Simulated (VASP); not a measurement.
# HfB2 (P6/mmm) in VASP: a series of runs

HfB2 is run at these levels: PBE+D3(BJ); tasks: single point, relaxation of cell and atoms.

Everything below comes from runs of VASP 6.6.1. Logs are shortened: lines on timing, memory, paths and dates and some standing lists are left out, and cuts for length are marked.

## 1. The cell of the first run

It takes space group P6/mmm (No. 191, hexagonal). Conventional cell: a = 3.123 Å, b = 3.123 Å, c = 3.454 Å, α = 90.00°, β = 90.00°, γ = 120.00°. Within 3.3 Å of Hf (site symmetry 6/mmm) lie 12 B at 2.50 Å and 6 Hf at 3.12 Å. B (site symmetry -6m2) has 3 B at 1.80 Å within 2.4 Å.

## 2. Single point, PBE+D3(BJ)

The input, INCAR:

```
ALGO = Normal
EDIFF = 1E-6
ENCUT = 520
GGA = PE
ISIF = 2
ISMEAR = 0
IVDW = 12
LASPH = True
LCHARG = False
LREAL = False
LWAVE = False
NBANDS = 15
NELM = 100
PREC = Accurate
SIGMA = 0.1
```

The input, KPOINTS:

```
k-points
0
Gamma
  18 18 14
```

The input, POSCAR:

```
HfB2
1.0
    3.1226747816     -0.0000002878      0.0000000000
   -1.5613371416      2.7043158325      0.0000000000
    0.0000000000      0.0000000000      3.4541583649
Hf B
1 2
Direct
    0.0000000000      0.0000000000      0.0000000000
    0.3333333333      0.6666666667      0.5000000000
    0.6666666667      0.3333333333      0.5000000000
```

Potentials or basis: VASP PAW PBE potentials, release 64 (Hf_pv, B).

Started as:

```
cat potpaw_PBE.64/Hf_pv/POTCAR potpaw_PBE.64/B/POTCAR > POTCAR
mpirun -np 1 vasp_std > vasp.out
```

OUTCAR:

```text
EDIFF = 1E-6
   ENCUT = 520
   GGA = PE
   ISIF = 2
   ISMEAR = 0
   IVDW = 12
   LASPH = True
   LREAL = False
   NELM = 100
   PREC = Accurate
 IVDW          = 12

 ion  position               nearest neighbor table
   1  0.000  0.000  0.000-   2 2.50   3 2.50   2 2.50   3 2.50   3 2.50   3 2.50   2 2.50   2 2.50
                             3 2.50   3 2.50   2 2.50   2 2.50
   2  0.333  0.667  0.500-   3 1.80   3 1.80   3 1.80   1 2.50   1 2.50   1 2.50   1 2.50   1 2.50
                             1 2.50
   3  0.667  0.333  0.500-   2 1.80   2 1.80   2 1.80   1 2.50   1 2.50   1 2.50   1 2.50   1 2.50
                             1 2.50

  LATTYP: Found a hexagonal cell.
 ALAT       =     3.1226747816
 C/A-ratio  =     1.1061537325

  Lattice vectors:

 A1 = (   3.1226747816,  -0.0000002878,   0.0000000000)
 A2 = (  -1.5613371416,   2.7043158325,   0.0000000000)
 A3 = (   0.0000000000,   0.0000000000,   3.4541583649)

Analysis of symmetry for initial positions (statically):
=====================================================================
 Subroutine PRICEL returns:
 Original cell was already a primitive cell.

 Routine SETGRP: Setting up the symmetry group for a
 hexagonal supercell.

 Subroutine GETGRP returns: Found 24 space group operations
 (whereof 24 operations were pure point group operations)
 out of a pool of 24 trial point group operations.

The static configuration has the point symmetry D_6h.

Analysis of symmetry for dynamics (positions and initial velocities):
=====================================================================
 Subroutine PRICEL returns:
 Original cell was already a primitive cell.

 Routine SETGRP: Setting up the symmetry group for a
 hexagonal supercell.

 Subroutine GETGRP returns: Found 24 space group operations
 (whereof 24 operations were pure point group operations)
 out of a pool of 24 trial point group operations.

The dynamic configuration has the point symmetry D_6h.

 Subroutine INISYM returns: Found 24 space group operations
 (whereof 24 operations are pure point group operations),
 and found     1 'primitive' translations

----------------------------------------------------------------------------------------

                                     Primitive cell

  volume of cell :      29.1693

  direct lattice vectors                    reciprocal lattice vectors
     3.122674782 -0.000000288  0.000000000     0.320238297  0.184889627  0.000000000
    -1.561337142  2.704315832  0.000000000     0.000000034  0.369779314  0.000000000
     0.000000000  0.000000000  3.454158365     0.000000000  0.000000000  0.289506124

  length of vectors
     3.122674782  3.122674782  3.454158365     0.369779314  0.369779314  0.289506124

  position of ions in fractional coordinates (direct lattice)
     0.000000000  0.000000000  0.000000000
     0.333333333  0.666666667  0.500000000
     0.666666667  0.333333333  0.500000000

  ion indices of the primitive-cell ions
   primitive index   ion index
                 1           1
                 2           2
                 3           3

----------------------------------------------------------------------------------------

 KPOINTS: k-points

Automatic generation of k-mesh.
 Grid dimensions read from file:
 generate k-points for:   18   18   14

 Generating k-lattice:

  Cartesian coordinates                     Fractional coordinates (reciprocal lattice)
     0.017791016  0.010271646  0.000000000     0.055555556  0.000000000  0.000000000
     0.000000002  0.020543295  0.000000000     0.000000000  0.055555556  0.000000000
     0.000000000  0.000000000  0.020679009     0.000000000  0.000000000  0.071428571

  Length of vectors
     0.020543295  0.020543295  0.020679009

  Shift w.r.t. Gamma in fractional coordinates (k-lattice)
     0.000000000  0.000000000  0.000000000

 Subroutine IBZKPT returns following result:
 ===========================================

 Found    296 irreducible k-points:

 Following reciprocal coordinates:
            Coordinates               Weight
  0.000000  0.000000  0.000000      1.000000
  0.055556  0.000000  0.000000      6.000000
  0.111111  0.000000  0.000000      6.000000
  0.166667  0.000000  0.000000      6.000000
  0.222222  0.000000  0.000000      6.000000
  0.277778  0.000000  0.000000      6.000000
[... 16 lines left out ...]
  0.333333  0.111111  0.000000     12.000000
  0.388889  0.111111  0.000000     12.000000
 [... further k-points ...]
   k-points           NKPTS =    296   k-points in BZ     NKDIM =    296   number of bands    NBANDS=     15
   number of dos      NEDOS =    301   number of ions     NIONS =      3
   total plane-waves  NPLWV =  16128
   dimension x,y,z NGX =    24 NGY =   24 NGZ =   28
   dimension x,y,z NGXF=    48 NGYF=   48 NGZF=   56
   ions per type =               1   2
   NGX,Y,Z   is equivalent  to a cutoff of  12.78, 12.78, 13.48 a.u.
   NGXF,Y,Z  is equivalent  to a cutoff of  25.55, 25.55, 26.95 a.u.
 SYSTEM =  unknown system
   PREC   = accura    normal or accurate (medium, high low for compatibility)
   ISTART =      0    job   : 0-new  1-cont  2-samecut
   ICHARG =      2    charge: 1-file 2-atom 10-const
   ISPIN  =      1    spin polarized calculation?
   LNONCOLLINEAR =      F non collinear calculations
   LSORBIT =      F    spin-orbit coupling
   LASPH  =      T    aspherical Exc in radial PAW
   ENCUT  =  520.0 eV  38.22 Ry    6.18 a.u.   5.81  5.81  6.42*2*pi/ulx,y,z
   NELM   =    100;   NELMIN=  2; NELMDL= -5     # of ELM steps
   EDIFF  = 0.1E-05   stopping-criterion for ELM
   LREAL  =      F    real-space projection
   EDIFFG = 0.1E-04   stopping-criterion for IOM
   NSW    =      0    number of steps for IOM
   IBRION =     -1    ionic relax: 0-MD 1-quasi-New 2-CG
   NFREE  =      0    steps in history (QN), initial steepest desc. (CG)
   ISIF   =      2    stress and relaxation
   ISYM   =      2    0-nonsym 1-usesym 2-fastsym
   POTIM  = 0.5000    time-step for ionic-motion
   TEBEG  =    0.0;   TEEND  =   0.0 temperature during run
   PSTRESS=    0.0 pullay stress
   NELECT =      16.0000    total number of electrons
   NUPDOWN=      -1.0000    fix difference up-down
   EMIN   =  10.00;   EMAX   =-10.00  energy-range for DOS
   EFERMI =   0.00;   METHOD = LEGACY
   ISMEAR =     0;   SIGMA  =   0.10  broadening in eV -4-tet -1-fermi 0-gaus
   EFERMI_NEDOS =   21; number of points for ismear=-14 and -15
   IALGO  =     38    algorithm
   IMIX   =      4    mixing-type and parameters
     AMIX     =   0.40;   BMIX     =  1.00
     AMIX_MAG =   1.60;   BMIX_MAG =  1.00
  volume/ion in A,a.u.               =       9.72        65.61
  Fermi-wavevector in a.u.,A,eV,Ry     =   1.340107  2.532434 24.434510  1.795886
  Thomas-Fermi vector in A             =   2.468446
   LORBIT       =      0    0 simple, 1 ext, 2 COOP (PROOUT), +10 PAW based schemes
   GGA     = PE    functional components
   LHFCALC =     F    Hartree Fock is set to
   AEXX    =    0.0000 exact exchange contribution
   IVDW    =    12    specifies the selected vdW correction
   LEPSILON=     F    determine dielectric tensor
   LRPA    =     F    only Hartree local field effects (RPA)
 non-spin polarized calculation
 Gauss-broadening in eV      SIGMA  =   0.10
  energy-cutoff  :      520.00
  volume of cell :       29.17
 maximum number of plane-waves:       800
 NGX is ok and might be reduce to    24
   NGX = 11   NGY = 11   NGZ = 13

 number of electron      15.9999999 magnetization

 Free energy of the ion-electron system (eV)
  ---------------------------------------------------
  ext. energy  EPLUGINS =         0.00000000
  ---------------------------------------------------
  free energy    TOTEN  =       -26.38834002 eV

  energy without entropy =      -26.38664611  energy(sigma->0) =      -26.38749306

 E-fermi :   7.9170     XC(G=0): -12.6843

 val. band max:        7.9063842976   @ k =   0.2222   0.1667   0.1429
 cond. band min:       7.9319466045   @ k =   0.1667   0.1667   0.2143
 fundamental gap:      0.0255623069
 Fermi energy:         7.9170056662

 k-point     1 :       0.0000    0.0000    0.0000
  band No.  band energies     occupation
      1     -22.7534      2.00000
      2     -22.2336      2.00000
      3     -22.2336      2.00000
      4      -6.0426      2.00000
      5       4.7778      2.00000
      6       4.8664      2.00000
      7       4.8664      2.00000
      8       5.0578      2.00000
      9      11.9375      0.00000
     10      11.9375      0.00000
     11      12.5976      0.00000
     12      12.5976      0.00000
     13      12.8725      0.00000
     14      12.8725      0.00000
     15      12.9191      0.00000

 k-point     2 :       0.0556    0.0000    0.0000
  band No.  band energies     occupation
      1     -22.7492      2.00000
      2     -22.2598      2.00000
      3     -22.2393      2.00000
      4      -5.9742      2.00000
      5       4.6692      2.00000
      6       4.8478      2.00000
      7       4.8643      2.00000
      8       4.9950      2.00000
      9      11.8722      0.00000
     10      11.8883      0.00000
     11      12.0313      0.00000
     12      12.1023      0.00000
     13      13.1441      0.00000
     14      13.4741      0.00000
     15      13.5644      0.00000
[... 365 lines left out ...]
      3     -22.4552      2.00000
      4      -3.0439      2.00000
      5       0.1612      2.00000
      6       3.2051      2.00000
      7       3.8770      2.00000
      8       6.3325      2.00000
      9       8.5414      0.00000
     10      10.6348      0.00000
     11      12.9044      0.00000
     12      13.8922      0.00000
     13      14.4926      0.00000
     14      17.5995      0.00000
     15      17.6507      0.00000

 k-point    24 :       0.3889    0.1111    0.0000
  band No.  band energies     occupation
      1     -22.9906      2.00000
      2     -22.6110      2.00000
      3     -22.4759      2.00000
      4      -2.3436      2.00000
      5      -0.6302      2.00000
      6       3.0527      2.00000
      7       3.8256      2.00000
      8       6.2518      2.00000
      9       8.2464      0.00000
     10      11.5049      0.00000
     11      12.7967      0.00000
     12      13.6737      0.00000
     13      15.1462      0.00000
     14      16.7873      0.00000
     15      18.5588      0.00000

 [... further k-points ...]

------------------------ aborting loop because EDIFF is reached ----------------------------------------

 Edisp (eV)   -1.10585

 E8    (eV) :    -0.4978

  FORCE on cell =-STRESS in cart. coord.  units (eV):
  Direction    XX          YY          ZZ          XY          YZ          ZX
  --------------------------------------------------------------------------------------
  -------------------------------------------------------------------------------------
  Total      -0.08340    -0.08340    -0.01840     0.00000     0.00000     0.00000
  in kB      -4.58086    -4.58086    -1.01059     0.00000     0.00000     0.00000
  external pressure =       -3.39 kB  Pullay stress =        0.00 kB

 VOLUME and BASIS-vectors are now :
 -----------------------------------------------------------------------------
  energy-cutoff  :      520.00
  volume of cell :       29.17
      direct lattice vectors                 reciprocal lattice vectors
     3.122674782 -0.000000288  0.000000000     0.320238297  0.184889627  0.000000000
    -1.561337142  2.704315832  0.000000000     0.000000034  0.369779314  0.000000000
     0.000000000  0.000000000  3.454158365     0.000000000  0.000000000  0.289506124

 POSITION                                       TOTAL-FORCE (eV/Angst)
 -----------------------------------------------------------------------------------
      0.00000      0.00000      0.00000         0.000000      0.000000     -0.000000
      0.00000      1.80288      1.72708        -0.000000     -0.000000     -0.000000
      1.56134      0.90144      1.72708         0.000000      0.000000      0.000000
 -----------------------------------------------------------------------------------
    total drift:                               -0.000000      0.000000      0.000000

  FREE ENERGIE OF THE ION-ELECTRON SYSTEM (eV)
  ---------------------------------------------------
  free  energy   TOTEN  =       -27.4941918311 eV

  energy  without entropy=      -27.4924979270  energy(sigma->0) =      -27.49334488
```

Run time: 97 s. Hardware: 1 thread of AMD EPYC 7R13 (Zen 3), shared host; peak memory 0.22 GiB.

Results:

| Property | Result |
| --- | --- |
| Free energy | -27.4942 eV |
| Pressure | -0.3 GPa |
| Band gap on the k mesh | zero (bands 8 and 9 overlap by 1.25 eV) |
| Dispersion energy per atom | -0.369 eV |

Stress tensor (GPa, compression positive):
```
-0.46  0.00  0.00
 0.00 -0.46  0.00
 0.00  0.00 -0.10
```

Caveat: spin-orbit coupling is left out, which moves the levels of the heavy elements.

## 3. Relaxation of cell and atoms, PBE+D3(BJ)

This run uses another cell than the first one, of 9.86 Å³/atom.

The input, INCAR:

```
PREC = Accurate
ENCUT = 600
EDIFF = 1E-6
ISMEAR = 0
SIGMA = 0.1
LREAL = False
LASPH = True
NELM = 100
ALGO = Normal
ISIF = 3
LWAVE = False
LCHARG = False
GGA = PE
IVDW = 12
IBRION = 2
NSW = 70
EDIFFG = -0.02
```

The input, KPOINTS:

```
Automatic mesh
0
Gamma
  18 18 14
```

The input, POSCAR:

```
HfB2
1.0
    3.1326790000      0.0000000000      0.0000000000
   -1.5663390000      2.7129800000      0.0000000000
    0.0000000000      0.0000000000      3.4792140000
Hf B
1 2
Direct
    0.0000000000      0.0000000000      0.0000000000
    0.3333330000      0.6666670000      0.5000000000
    0.6666670000      0.3333330000      0.5000000000
```

Potentials or basis: VASP PAW PBE potentials, release 64 (Hf_pv, B).

Started as:

```
cat potpaw_PBE.64/Hf_pv/POTCAR potpaw_PBE.64/B/POTCAR > POTCAR
mpirun -np 1 vasp_std > vasp.out
```

It took 4.6 min on 1 thread of AMD EPYC 7R13 (Zen 3), shared host; peak memory 0.26 GiB.

The run converged. Its results:

| Property | Result |
| --- | --- |
| Free energy | -27.4966 eV |
| Relaxed volume | 9.71 Å³/atom |
| Relaxed cell | a = 3.120 Å, b = 3.120 Å, c = 3.455 Å, α = 90.00°, β = 90.00°, γ = 120.00° |
| Space group after relaxing (to 0.1 Å) | P6/mmm (No. 191) |
| Energy gained by relaxing | 1.8 meV/atom |
| Ionic steps | 4 |
| Pressure after relaxing | 0.0 GPa |
| Band gap on the k mesh | zero (bands 8 and 9 overlap by 1.26 eV) |
| Dispersion energy per atom | -0.369 eV |

Step by step:
```
step  energy change (eV)  largest force (eV/Å)  pressure (GPa)  volume (Å³)
   1              0.0000                0.0000           -3.78        29.57
   2              0.0034                0.0000            5.22        28.59
   3             -0.0053                0.0000            0.03        29.13
   4             -0.0054                0.0000            0.00        29.13
```

Final structure:
```cif
data_structure
_symmetry_space_group_name_H-M 'P 1'
_symmetry_Int_Tables_number 1
_cell_length_a 3.1204
_cell_length_b 3.1204
_cell_length_c 3.4547
_cell_angle_alpha 90.000
_cell_angle_beta 90.000
_cell_angle_gamma 120.000
_cell_volume 29.13
loop_
_atom_site_label
_atom_site_type_symbol
_atom_site_fract_x
_atom_site_fract_y
_atom_site_fract_z
_atom_site_occupancy
Hf1 Hf 0.00000 0.00000 0.00000 1
B1 B 0.33333 0.66667 0.50000 1
B2 B 0.66667 0.33333 0.50000 1
```

Levels at points of the mesh, in eV from the Fermi level:
| k point | band 5 | band 6 | band 7 | band 8 | band 9 | band 10 | band 11 | band 12 |
| --- | --- | --- | --- | --- | --- | --- | --- | --- |
| (0.00, 0.00, 0.00) | -3.15 | -3.05 | -3.05 | -2.87 | 4.03 | 4.03 | 4.68 | 4.68 |
| (0.50, 0.00, 0.00) | -9.17 | -4.29 | -3.56 | -3.02 | 2.05 | 2.69 | 5.63 | 5.76 |
| (0.00, 0.00, 0.50) | -8.54 | -1.31 | -1.31 | 0.21 | 0.21 | 0.92 | 0.92 | 2.21 |
| (0.50, 0.00, 0.50) | -7.64 | -5.15 | -4.88 | -2.74 | 4.01 | 4.19 | 6.31 | 7.31 |

Caveat: spin-orbit coupling is left out, which moves the levels of the heavy elements.

The gap in the log of VASP goes by the Fermi energy; the results here count the filled bands.